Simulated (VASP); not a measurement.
Wanted: the native input for a VASP 6.6.1 run.

```yaml
Task: single point
Functional: LDA
Potentials_or_basis: VASP PAW LDA potentials, release 64 (Ba_sv, Zr_sv, O)
Cutoff: 600 eV
k_mesh: 6 × 6 × 6
Occupations: gaussian, width 0.02 eV
Spin: no spin polarisation
Dipole_correction: no
Further_INCAR_settings: ALGO = Normal; EDIFF = 1e-06; NBANDS = 28
```

The structure of BaZrO3 (kl) lies in POSCAR:

```
BaZrO3
1.0
    4.1475220532      0.0000000000      0.0000000000
    0.0000000000      4.1475220532      0.0000000000
    0.0000000000      0.0000000000      4.1475220532
Ba Zr O
1 1 3
Direct
    0.0000000000      0.0000000000      0.0000000000
    0.5000000000      0.5000000000      0.5000000000
    0.5000000000      0.0000000000      0.5000000000
    0.5000000000      0.5000000000      0.0000000000
    0.0000000000      0.5000000000      0.5000000000
```

These files were run (other wordings do the same):

INCAR

```
ALGO = Normal
EDIFF = 1E-6
ENCUT = 600
GGA_COMPAT = False
ISIF = 2
ISMEAR = 0
LASPH = True
LCHARG = False
LREAL = False
LWAVE = False
NBANDS = 28
NELM = 120
PREC = Accurate
SIGMA = 0.02
```

KPOINTS

```
k-points
0
Gamma
  6 6 6
```

Potentials or basis: VASP PAW LDA potentials, release 64 (Ba_sv, Zr_sv, O).

The run is started by

```sh
$ cat potpaw_LDA.64/Ba_sv/POTCAR potpaw_LDA.64/Zr_sv/POTCAR potpaw_LDA.64/O/POTCAR > POTCAR
$ mpirun -np 1 vasp_std > vasp.out
```

Results of the run:

The pressure is 1.3 GPa. The band gap on the k mesh is 3.13 eV, indirect (least direct gap 3.31 eV).

Caveat: spin-orbit coupling is left out, which moves the levels of the heavy elements.

Run time: 48 s on 1 thread of Intel Xeon 6975P-C, on a shared host, peak memory 0.21 GiB.
